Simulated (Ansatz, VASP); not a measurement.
This is a calculation of CdF2 for VASP 6.6.1.

File INCAR:

```
SYSTEM = CdF2
  PREC = Accurate
  ENCUT = 520
  EDIFF = 1E-6
  ISMEAR = -1
  SIGMA = 0.05
  LREAL = .False.
  LASPH = .True.
  NELM = 100
  ALGO = Normal
  ISIF = 2
  LWAVE = .False.
  LCHARG = .True.
  GGA = PS
  LELF = .True.
  LVHAR = .True.
  NBANDS = 20
```

The input KPOINTS:

```
Automatic mesh
0
Gamma
  9 9 9
  0 0 0
```

The input POSCAR:

```
CdF2
1.0
    0.0000000000      2.6575901313      2.6575901313
    2.6575901313      0.0000000000      2.6575901313
    2.6575901313      2.6575901313      0.0000000000
Cd F
1 2
Direct
    0.0000000000      0.0000000000      0.0000000000
    0.7500000000      0.7500000000      0.7500000000
    0.2500000000      0.2500000000      0.2500000000
```

Potentials or basis: VASP PAW PBE potentials, release 64 (Cd, F).

Run with:

```sh
$ cat potpaw_PBE.64/Cd/POTCAR potpaw_PBE.64/F/POTCAR > POTCAR
$ mpirun -np 1 vasp_std > vasp.out
```

Set up the same calculation for Ansatz 0.2.0. Potentials there: all-electron LAPW, scalar-relativistic.

As run (the cutoff follows the program's own potentials):

input.yaml

```yaml
crystal:
  lattice:
    - [0.0, 2.6575901313, 2.6575901313]
    - [2.6575901313, 0.0, 2.6575901313]
    - [2.6575901313, 2.6575901313, 0.0]
  atoms:
    - { symbol: Cd, position: [0.0, 0.0, 0.0] }
    - { symbol: F, position: [0.75, 0.75, 0.75] }
    - { symbol: F, position: [0.25, 0.25, 0.25] }
kpoints:
  mp_grid: { grid: [9, 9, 9] }
scf:
  occupations: { method: fermi_dirac, width: 0.05 }
hamiltonian:
  xc: pbesol
  pseudopotentials: { kind: all_electron, lapw: { basis_error: 0.001 } }
output:
  forces: true
  stress: true
  eigenvalues: true
```

Potentials or basis: all-electron LAPW, scalar-relativistic.

Launch:

```bash
$ ansatz run input.yaml --threads 2 --pin off --max-ram 8192MiB --backend cpu --events-out ev --progress --plain --runs-dir out
```

Both were run:

|  | VASP | Ansatz | Ansatz less VASP |
| --- | --- | --- | --- |
| gap on the k mesh at the Fermi level (eV) | 3.07 | 3.10 | +0.027 |
| least direct gap on the mesh (eV) | 3.48 | 3.51 | +0.029 |
| pressure (GPa) | 5.6 | 4.6 | -0.99 |

VASP's potentials were made for PBE, not for PBEsol. Ansatz ran all-electron here, and VASP with PAW potentials.
